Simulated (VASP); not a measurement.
A run of VASP 6.6.1:

File POSCAR:

```
SiGe
1.0
    3.9044512986      0.0000000000      0.0000000000
   -1.9522256493      3.3813540124      0.0000000000
    0.0000000000      0.0000000000      6.6120525750
Si Ge
2 2
Direct
    0.6666666667      0.3333333333      0.8746070000
    0.3333333333      0.6666666667      0.3746070000
    0.6666666667      0.3333333333      0.5003920000
    0.3333333333      0.6666666667      0.0003920000
```

File INCAR.step1:

```
SYSTEM = SiGe
PREC     = Accurate       ! precision mode
ENCUT    = 520            ! plane-wave cutoff, eV
ISMEAR   = 0              ! smearing method
SIGMA    = 0.05           ! smearing width, eV
LREAL    = .False.        ! projectors in reciprocal space
LASPH    = .True.         ! aspherical terms in the spheres
NELM     = 60             ! most SCF steps
NBANDS   = 26             ! bands
GGA      = PE             ! functional
ALGO     = Normal         ! electronic algorithm
EDIFF    = 1E-4           ! SCF threshold, eV
LWAVE    = .True.         ! write WAVECAR
LCHARG   = .False.        ! write CHGCAR
```

The input INCAR.step2:

```
SYSTEM = SiGe
PREC     = Accurate       ! precision mode
ENCUT    = 520            ! plane-wave cutoff, eV
EDIFF    = 1E-6           ! SCF threshold, eV
ISMEAR   = 0              ! smearing method
SIGMA    = 0.05           ! smearing width, eV
LREAL    = .False.        ! projectors in reciprocal space
LASPH    = .True.         ! aspherical terms in the spheres
NELM     = 60             ! most SCF steps
ALGO     = Normal         ! electronic algorithm
ISIF     = 2              ! what is computed and relaxed
LWAVE    = .False.        ! write WAVECAR
LCHARG   = .False.        ! write CHGCAR
METAGGA  = R2SCAN         ! meta-GGA
LMIXTAU  = .True.       
NBANDS   = 26             ! bands
ISTART   = 1
```

The input KPOINTS:

```
Automatic mesh
0
Gamma
  12 12 4
  0 0 0
```

Potentials or basis: VASP PAW PBE potentials, release 64 (Si, Ge_d).

Launch:

```bash
$ cat potpaw_PBE.64/Si/POTCAR potpaw_PBE.64/Ge_d/POTCAR > POTCAR
$ cp INCAR.step1 INCAR
$ mpirun -np 1 vasp_std > vasp.out
$ cp INCAR.step2 INCAR
$ mpirun -np 1 vasp_std > vasp.out
```

Hardware: 1 thread of Intel Xeon 6975P-C, on a shared host.

Q: Estimate the wall time of this run.

A: Wall time 6.1 min on 1 thread of Intel Xeon 6975P-C, with other jobs on the host, peak memory 0.28 GiB. Counts: k points 57.
